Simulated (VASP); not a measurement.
PdC3, 4 atoms in the cell. The structure is cubic, space group Im-3m (No. 229). The conventional cell has a = 4.135 Å, b = 4.135 Å, c = 4.135 Å, α = 90.00°, β = 90.00°, γ = 90.00°. Within 2.7 Å of Pd (site symmetry m-3m) lie 6 C at 2.07 Å. C (site symmetry 4/mmm) has 2 Pd at 2.07 Å and 4 C at 2.07 Å within 2.7 Å. The cell was built from a structure type or drawn by symmetry, and may not be a known phase.

* Program: VASP 6.6.1
* Task: single point
* Functional: PBE
* Potentials or basis: VASP PAW PBE potentials, release 64 (Pd, C)
* Cutoff: 600 eV
* k mesh: 6 × 6 × 6
* Occupations: gaussian, width 0.1 eV
* Spin: no spin polarisation
* Dipole correction: no
* Further INCAR settings: ALGO = Normal; EDIFF = 1e-06; NBANDS = 19

Potentials or basis: VASP PAW PBE potentials, release 64 (Pd, C).

Command:

```sh
$ cat potpaw_PBE.64/Pd/POTCAR potpaw_PBE.64/C/POTCAR > POTCAR
$ mpirun -np 1 vasp_std > vasp.out
```

Hardware: 1 thread of Intel Xeon 8259CL, with other jobs on the host.

Q: Estimate the wall time of this run.

A: It took 37 s on 1 thread of Intel Xeon 8259CL (shared host), peak memory 0.17 GiB. Counts: scf iterations 14, k points 16.
